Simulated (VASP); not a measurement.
# H12SO8: single point with PBE+D3(BJ)

H12SO8:

```
CELL_PARAMETERS angstrom
5.87906 0.00000 0.00000
0.00000 5.87906 0.00000
0.00000 0.00000 5.87906
ATOMIC_POSITIONS crystal
O 0.83890 0.63890 0.77380
O 0.00135 0.18614 0.13439
O 0.22860 0.59844 0.29152
O 0.54646 0.41132 0.04891
O 0.32156 0.92403 0.69177
O 0.21422 0.38128 0.71299
O 0.69842 0.83980 0.31424
O 0.73108 0.16273 0.58010
H 0.98443 0.55212 0.77389
H 0.75324 0.55377 0.66021
H 0.85522 0.22236 0.06116
H 0.05911 0.33484 0.18713
H 0.37113 0.54537 0.20761
H 0.17447 0.72772 0.20231
H 0.65652 0.52210 0.98494
H 0.43928 0.38952 0.91986
H 0.32065 0.84138 0.54746
H 0.47332 0.99232 0.69756
H 0.23687 0.44585 0.56053
H 0.20832 0.21413 0.69613
S 0.84767 0.97951 0.45506
```

| Property | Result |
| --- | --- |
| Program | VASP 6.6.1 |
| Task | single point |
| Functional | PBE |
| Dispersion | D3(BJ) |
| Potentials or basis | VASP PAW PBE potentials, release 64 (O, H, S) |
| Cutoff | 520 eV |
| k mesh | 1 × 1 × 1 |
| Occupations | fermi-dirac, width 0.02 eV |
| Spin | no spin polarisation |

```json
{
 "Pressure": "0.1 GPa",
 "Largest force": "0.503 eV/Å",
 "Band gap on the k mesh": "3.63 eV",
 "Dispersion energy per atom": "-0.050 eV"
}
```

Forces in eV/Å, atoms in the order of the input:
```
O   -0.017  0.075  0.047
O   -0.124  0.005  0.065
O    0.052  0.052 -0.097
O   -0.009  0.027 -0.085
O    0.036  0.026  0.066
O    0.018 -0.075  0.062
O    0.179  0.077  0.178
O    0.212 -0.359 -0.189
H    0.150 -0.037  0.032
H   -0.106 -0.055 -0.119
H   -0.117 -0.028  0.023
H    0.125  0.090  0.075
H   -0.017 -0.062  0.005
H   -0.036 -0.066  0.062
H    0.063  0.100  0.033
H   -0.045 -0.057  0.004
H   -0.003 -0.055 -0.036
H    0.024  0.015 -0.009
H    0.020  0.010 -0.048
H   -0.022  0.008  0.039
S   -0.382  0.309 -0.108
```

Stress tensor (GPa, compression positive):
```
 0.89  0.79 -0.60
 0.79 -0.52  0.18
-0.60  0.18 -0.10
```

Levels at points of the mesh, in eV from the valence-band top:
```csv
k point,band 29,band 30,band 31,band 32,band 33,band 34,band 35,band 36,band 37,band 38
"(0.00, 0.00, 0.00)",-0.79,-0.58,-0.49,-0.39,0.00,3.63,5.49,7.12,7.62,8.95
```

Wall time 17 s on 1 thread of Intel(R) Xeon(R) 6975P-C (Granite Rapids) (shared host), peak memory 0.3 GiB.

Caveat: the k points lie up to 1.07 Å⁻¹ apart.
